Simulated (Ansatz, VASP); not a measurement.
NaTa: VASP beside Ansatz

```xyz
4
Lattice="3.9507 0.0000 0.0000 0.0000 3.9507 0.0000 0.0000 0.0000 4.9920" Properties=species:S:1:pos:R:3 pbc="T T T"
Na    0.0000    1.9753    1.1736
Na    1.9753    0.0000    3.8184
Ta    0.0000    0.0000    0.0000
Ta    1.9753    1.9753    0.0000
```

Alike in both runs: task single point; functional PBE; k mesh 4 × 4 × 4; occupations gaussian, width 0.1 eV; no spin polarisation.

```csv
,VASP,Ansatz
version,VASP 6.6.1,Ansatz 0.2.0
potentials or method,"VASP PAW PBE potentials, release 64 (Na_pv, Ta_pv), cutoff 520 eV","scalar-relativistic, plane waves, PAW"
valence electrons in the cell,36,44
```

|  | VASP | Ansatz | Ansatz less VASP |
| --- | --- | --- | --- |
| gap on the k mesh at the Fermi level (eV) | none | none | - |
| rms of the force components (eV/Å) | 3.587 | 3.560 | -0.0270 |

Atom by atom the forces differ by 0.027 eV/Å (rms over components). A gap of «none» marks a metal or a gap that the smearing closes. The functional is the same, so the differences come from potentials, cutoffs and numerics. VASP's potentials hold 36 valence electrons a cell and Ansatz's 44, so a difference there can come from the potentials and not from the codes.

The k mesh is coarse, so the values compare programs but aren't converged. Spin-orbit coupling is off throughout.
